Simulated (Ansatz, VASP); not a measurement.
# Two plane-wave programs on Pt

```
Pt
1.0
    -1.62107    1.62107    1.62107
     1.62107   -1.62107    1.62107
     1.62107    1.62107   -1.62107
Pt
1
Direct
  0.00000 0.00000 0.00000
```

Alike in both runs: task single point; functional PBEsol; k mesh 8 × 8 × 8; occupations gaussian, width 0.1 eV; no spin polarisation.

```csv
,VASP,Ansatz
version,VASP 6.6.1,Ansatz 0.2.0
potentials or method,"VASP PAW PBE potentials, release 64 (Pt), cutoff 500 eV","scalar-relativistic, plane waves, PAW"
valence electrons in the cell,10,18
```

Ansatz gave:

| Quantity | Value |
| --- | --- |
| gap on the k mesh at the Fermi level (eV) | none |
| pressure (GPa) | -21.9 |

Estimate VASP's values.

gap on the k mesh at the Fermi level (eV): none; pressure (GPa): -22.2.

VASP's potentials were made for PBE, not for PBEsol. A gap of «none» marks a metal or a gap that the smearing closes. The functional is the same, so the differences come from potentials, cutoffs and numerics. VASP's potentials hold 10 valence electrons a cell and Ansatz's 18, so a difference there can come from the potentials and not from the codes.

Neither program's run includes spin-orbit coupling.
